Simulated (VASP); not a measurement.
# ZnS (P6_3mc) in VASP: notebook

Runs on ZnS. Level: r2SCAN. Tasks: single point.

Program: VASP 6.6.1. These are calculated values, not measurements. Logs are shortened: lines on timing, memory, paths and dates and some standing lists are left out, and cuts for length are marked.

## (1) The cell of the first run

Symmetry: P6_3mc, No. 186, hexagonal system. The conventional cell has a = 3.923 Å, b = 3.923 Å, c = 12.092 Å, α = 90.00°, β = 90.00°, γ = 120.00°. Zn (site symmetry 3m) has 4 S at 2.26 to 2.39 Å within 3.0 Å. Zn (site symmetry 3m) has 4 S at 2.27 to 2.39 Å within 3.0 Å. Within 3.0 Å of S (site symmetry 3m) lie 4 Zn at 2.26 to 2.39 Å. Within 3.0 Å of S (site symmetry 3m) lie 4 Zn at 2.27 to 2.39 Å.

## (2) Single point, r2SCAN (strain +0.030 along x and y, -0.030 along z)

The input, POSCAR:

```
ZnS
1.0
    3.9229990227      0.0000000000      0.0000000000
   -1.9614995113      3.3974168126      0.0000000000
    0.0000000000      0.0000000000     12.0924711888
Zn S
4 4
Direct
    0.0000000000      0.0000000000      0.0001143924
    0.0000000000      0.0000000000      0.5001143924
    0.3333333333      0.6666666667      0.2500706174
    0.6666666667      0.3333333333      0.7500706174
    0.0000000000      0.0000000000      0.1872361436
    0.0000000000      0.0000000000      0.6872361436
    0.3333333333      0.6666666667      0.4375788466
    0.6666666667      0.3333333333      0.9375788466
```

The input, INCAR.step1:

```
  PREC = Accurate
  ENCUT = 520
  ISMEAR = 0
  SIGMA = 0.05
  LREAL = False
  LASPH = True
  NELM = 80
  NBANDS = 46
  GGA = PE
  ALGO = Normal
  EDIFF = 1E-4
  LWAVE = True
  LCHARG = False
```

The input, INCAR.step2:

```
  PREC = Accurate
  ENCUT = 520
  EDIFF = 1E-7
  ISMEAR = 0
  SIGMA = 0.05
  LREAL = False
  LASPH = True
  NELM = 80
  ALGO = Normal
  ISIF = 2
  LWAVE = False
  LCHARG = True
  METAGGA = R2SCAN
  LMIXTAU = True
  LELF = True
  LVHAR = True
  NBANDS = 46
  ISTART = 1
```

The input, KPOINTS:

```
regular mesh
0
Gamma
  6 6 2
```

Potentials or basis: VASP PAW PBE potentials, release 64 (Zn, S).

Command:

```bash
$ cat potpaw_PBE.64/Zn/POTCAR potpaw_PBE.64/S/POTCAR > POTCAR
$ cp INCAR.step1 INCAR
$ mpirun -np 1 vasp_std > vasp.out
$ cp INCAR.step2 INCAR
$ mpirun -np 1 vasp_std > vasp.out
```

OUTCAR:

```text
PREC = Accurate
   ENCUT = 520
   EDIFF = 1E-7
   ISMEAR = 0
   LREAL = False
   LASPH = True
   NELM = 80
   ISIF = 2
   METAGGA = R2SCAN
   ISTART = 1

 ion  position               nearest neighbor table
   1  0.000  0.000  0.000-   5 2.26   8 2.39   8 2.39   8 2.39
   2  0.000  0.000  0.500-   6 2.26   7 2.39   7 2.39   7 2.39
   3  0.333  0.667  0.250-   7 2.27   5 2.39   5 2.39   5 2.39
   4  0.667  0.333  0.750-   8 2.27   6 2.39   6 2.39   6 2.39
   5  0.000  0.000  0.187-   1 2.26   3 2.39   3 2.39   3 2.39
   6  0.000  0.000  0.687-   2 2.26   4 2.39   4 2.39   4 2.39
   7  0.333  0.667  0.438-   3 2.27   2 2.39   2 2.39   2 2.39
   8  0.667  0.333  0.938-   4 2.27   1 2.39   1 2.39   1 2.39

  LATTYP: Found a hexagonal cell.
 ALAT       =     3.9229990227
 C/A-ratio  =     3.0824558250

  Lattice vectors:

 A1 = (   3.9229990227,   0.0000000000,   0.0000000000)
 A2 = (  -1.9614995113,   3.3974168126,   0.0000000000)
 A3 = (   0.0000000000,   0.0000000000,  12.0924711888)

Analysis of symmetry for initial positions (statically):
=====================================================================
 Subroutine PRICEL returns:
 Original cell was already a primitive cell.

 Routine SETGRP: Setting up the symmetry group for a
 hexagonal supercell.

 Subroutine GETGRP returns: Found 12 space group operations
 (whereof  6 operations were pure point group operations)
 out of a pool of 24 trial point group operations.

The static configuration has the point symmetry C_3v.
 The point group associated with its full space group is C_6v.

Analysis of symmetry for dynamics (positions and initial velocities):
=====================================================================
 Subroutine PRICEL returns:
 Original cell was already a primitive cell.

 Routine SETGRP: Setting up the symmetry group for a
 hexagonal supercell.

 Subroutine GETGRP returns: Found 12 space group operations
 (whereof  6 operations were pure point group operations)
 out of a pool of 24 trial point group operations.

The dynamic configuration has the point symmetry C_3v.
 The point group associated with its full space group is C_6v.

[... 98 lines left out ...]
   NELM   =     80;   NELMIN=  2; NELMDL=  0     # of ELM steps
   EDIFF  = 0.1E-06   stopping-criterion for ELM
   LREAL  =      F    real-space projection
   EDIFFG = 0.1E-05   stopping-criterion for IOM
   NSW    =      0    number of steps for IOM
   IBRION =     -1    ionic relax: 0-MD 1-quasi-New 2-CG
   NFREE  =      0    steps in history (QN), initial steepest desc. (CG)
   ISIF   =      2    stress and relaxation
   ISYM   =      2    0-nonsym 1-usesym 2-fastsym
   POTIM  = 0.5000    time-step for ionic-motion
   TEBEG  =    0.0;   TEEND  =   0.0 temperature during run
   PSTRESS=    0.0 pullay stress
   NELECT =      72.0000    total number of electrons
   NUPDOWN=      -1.0000    fix difference up-down
   EMIN   =  10.00;   EMAX   =-10.00  energy-range for DOS
   EFERMI =   0.00;   METHOD = LEGACY
   ISMEAR =     0;   SIGMA  =   0.05  broadening in eV -4-tet -1-fermi 0-gaus
   EFERMI_NEDOS =   21; number of points for ismear=-14 and -15
   IALGO  =     38    algorithm
   IMIX   =      4    mixing-type and parameters
     AMIX     =   0.40;   BMIX     =  1.00
     AMIX_MAG =   1.60;   BMIX_MAG =  1.00
  volume/ion in A,a.u.               =      20.15       135.95
  Fermi-wavevector in a.u.,A,eV,Ry     =   1.251483  2.364960 21.309578  1.566210
  Thomas-Fermi vector in A             =   2.385428
   LORBIT       =      0    0 simple, 1 ext, 2 COOP (PROOUT), +10 PAW based schemes
   METAGGA = R2SCAN    functional components
   LHFCALC =     F    Hartree Fock is set to
   AEXX    =    0.0000 exact exchange contribution
   IVDW    =     0    specifies the selected vdW correction
   LEPSILON=     F    determine dielectric tensor
   LRPA    =     F    only Hartree local field effects (RPA)
 non-spin polarized calculation
 Gauss-broadening in eV      SIGMA  =   0.05
  energy-cutoff  :      520.00
  volume of cell :      161.17
 maximum number of plane-waves:      4395
 NGX is ok and might be reduce to    30
   NGX = 15   NGY = 15   NGZ = 45

 number of electron      71.9999982 magnetization

 Free energy of the ion-electron system (eV)
  ---------------------------------------------------
  ext. energy  EPLUGINS =         0.00000000
  ---------------------------------------------------
  free energy    TOTEN  =       -75.25226433 eV

  energy without entropy =      -75.25226433  energy(sigma->0) =      -75.25226433

 E-fermi :   1.9688     XC(G=0): -10.1700

 val. band max:        1.7112849981   @ k =   0.0000   0.0000   0.0000
 cond. band min:       4.2504009022   @ k =   0.0000   0.0000   0.0000
 fundamental gap:      2.5391159042
 Fermi energy:         1.9688167010

 k-point     1 :       0.0000    0.0000    0.0000
  band No.  band energies     occupation
      1     -11.9034      2.00000
      2     -11.4375      2.00000
      3     -11.4165      2.00000
      4     -10.8594      2.00000
      5      -4.8193      2.00000
      6      -4.7978      2.00000
[... 675 lines left out ...]
     45       9.4762      0.00000
     46       9.4762      0.00000

------------------------ aborting loop because EDIFF is reached ----------------------------------------

  FORCE on cell =-STRESS in cart. coord.  units (eV):
  Direction    XX          YY          ZZ          XY          YZ          ZX
  --------------------------------------------------------------------------------------
  -------------------------------------------------------------------------------------
  Total       -4.5333876     -4.5333876      4.1648932     -0.0000000      0.0000000      0.0000000
  in kB      -45.0662415    -45.0662415     41.4030527     -0.0000000      0.0000000      0.0000000
  external PRESSURE =     -16.2431434 kB  Pullay stress =       0.0000000 kB

 VOLUME and BASIS-vectors are now :
 -----------------------------------------------------------------------------
  energy-cutoff  :      520.00
  volume of cell :      161.17
      direct lattice vectors                 reciprocal lattice vectors
     3.922999023  0.000000000  0.000000000     0.254907022  0.147170638  0.000000000
    -1.961499511  3.397416813  0.000000000     0.000000000  0.294341276  0.000000000
     0.000000000  0.000000000 12.092471189     0.000000000  0.000000000  0.082696083

 POSITION                                       TOTAL-FORCE (eV/Angst)
 -----------------------------------------------------------------------------------
      0.00000      0.00000      0.00138         0.000000     -0.000000     -0.431712
      0.00000      0.00000      6.04762        -0.000000      0.000000     -0.431712
     -0.00000      2.26494      3.02397         0.000000     -0.000000     -0.416938
      1.96150      1.13247      9.07021        -0.000000      0.000000     -0.416938
      0.00000      0.00000      2.26415        -0.000000     -0.000000      0.417185
      0.00000      0.00000      8.31038        -0.000000      0.000000      0.417185
     -0.00000      2.26494      5.29141        -0.000000     -0.000000      0.431465
      1.96150      1.13247     11.33765        -0.000000      0.000000      0.431465
 -----------------------------------------------------------------------------------
    total drift:                               -0.000000     -0.000000      0.090378

  FREE ENERGIE OF THE ION-ELECTRON SYSTEM (eV)
  ---------------------------------------------------
  free  energy   TOTEN  =       -75.2522643285 eV

  energy  without entropy=      -75.2522643285  energy(sigma->0) =      -75.25226433
```

Run time: 6.6 min. Hardware: 1 thread of Intel Xeon 6975P-C (Granite Rapids), shared host; peak memory 0.33 GiB.

Results:

```yaml
Free_energy: -75.2523 eV
Pressure: -1.6 GPa
Largest_force: 0.432 eV/Å
Band_gap_on_the_k_mesh: 2.54 eV
```

Forces on the atoms (eV/Å):
```
Zn   0.000  0.000 -0.432
Zn   0.000  0.000 -0.432
Zn   0.000  0.000 -0.417
Zn   0.000  0.000 -0.417
S    0.000  0.000  0.417
S    0.000  0.000  0.417
S    0.000  0.000  0.431
S    0.000  0.000  0.431
```

Stress tensor (GPa, compression positive):
```
-4.51  0.00  0.00
 0.00 -4.51  0.00
 0.00  0.00  4.14
```

Caveat: the cell differs from its parent crystal (strain +0.030 along x and y, -0.030 along z); the PAW data sets were made with another functional, which shifts forces and pressure a little.

## (3) Single point, r2SCAN (strain +0.015 along x and y, +0.030 along z)

Changes to POSCAR since step 2:

```diff
@@ -2,5 +2,5 @@
 1.0
-    3.9229990227      0.0000000000      0.0000000000
-   -1.9614995113      3.3974168126      0.0000000000
-    0.0000000000      0.0000000000     12.0924711888
+    3.8658679689      0.0000000000      0.0000000000
+   -1.9329339845      3.3479398688      0.0000000000
+    0.0000000000      0.0000000000     12.8404590974
 Zn S
```

The input, INCAR.step1:

```
SYSTEM = ZnS
PREC = Accurate
ENCUT = 520
ISMEAR = 0
SIGMA = 0.05
LREAL = .False.
LASPH = .True.
NELM = 100
NBANDS = 46
GGA = PE
ALGO = Normal
EDIFF = 1E-4
LWAVE = .True.
LCHARG = .False.
```

The input, INCAR.step2:

```
SYSTEM = ZnS
PREC = Accurate
ENCUT = 520
EDIFF = 1E-6
ISMEAR = 0
SIGMA = 0.05
LREAL = .False.
LASPH = .True.
NELM = 100
ALGO = Normal
ISIF = 2
LWAVE = .False.
LCHARG = .False.
METAGGA = R2SCAN
LMIXTAU = .True.
NBANDS = 46
ISTART = 1
```

The input, KPOINTS:

```
Automatic mesh
0
Gamma
  6 6 2
  0 0 0
```

Potentials or basis: VASP PAW PBE potentials, release 64 (Zn, S).

Command:

```bash
$ cat potpaw_PBE.64/Zn/POTCAR potpaw_PBE.64/S/POTCAR > POTCAR
$ cp INCAR.step1 INCAR
$ mpirun -np 1 vasp_std > vasp.out
$ cp INCAR.step2 INCAR
$ mpirun -np 1 vasp_std > vasp.out
```

Wall time 4.6 min (1 thread of Intel Xeon Platinum 8488C (Sapphire Rapids), shared host); peak memory 0.34 GiB.

The run converged. Its results:

```yaml
Free_energy: -75.3148 eV
Pressure: -4.1 GPa
Largest_force: 0.049 eV/Å
Band_gap_on_the_k_mesh: 2.45 eV
```

Forces in eV/Å, atoms in the order of the input:
```
Zn   0.000  0.000  0.046
Zn   0.000  0.000  0.046
Zn   0.000  0.000  0.048
Zn   0.000  0.000  0.048
S    0.000  0.000 -0.045
S    0.000  0.000 -0.045
S    0.000  0.000 -0.049
S    0.000  0.000 -0.049
```

Stress tensor (GPa, compression positive):
```
-3.50  0.00  0.00
 0.00 -3.50  0.00
 0.00  0.00 -5.21
```

Levels at points of the mesh, in eV from the valence-band top:
```csv
k point,band 32,band 33,band 34,band 35,band 36,band 37,band 38,band 39,band 40,band 41
"(0.00, 0.00, 0.00)",-0.41,-0.41,-0.09,0.00,0.00,2.45,3.68,3.81,4.03,6.86
"(0.50, 0.00, 0.00)",-1.55,-1.50,-1.50,-1.08,-0.85,3.67,3.73,4.21,4.77,5.24
"(0.00, 0.00, 0.50)",-0.68,-0.13,-0.13,-0.13,-0.13,3.29,3.29,3.79,3.79,6.67
"(0.50, 0.00, 0.50)",-1.91,-1.44,-1.44,-1.05,-1.05,4.08,4.08,4.41,4.41,5.01
```

Caveat: the cell differs from its parent crystal (strain +0.015 along x and y, +0.030 along z); the cell stands under tension; the PAW data sets were made with another functional, which shifts forces and pressure a little.

(Part 1 of 2 ends here.)
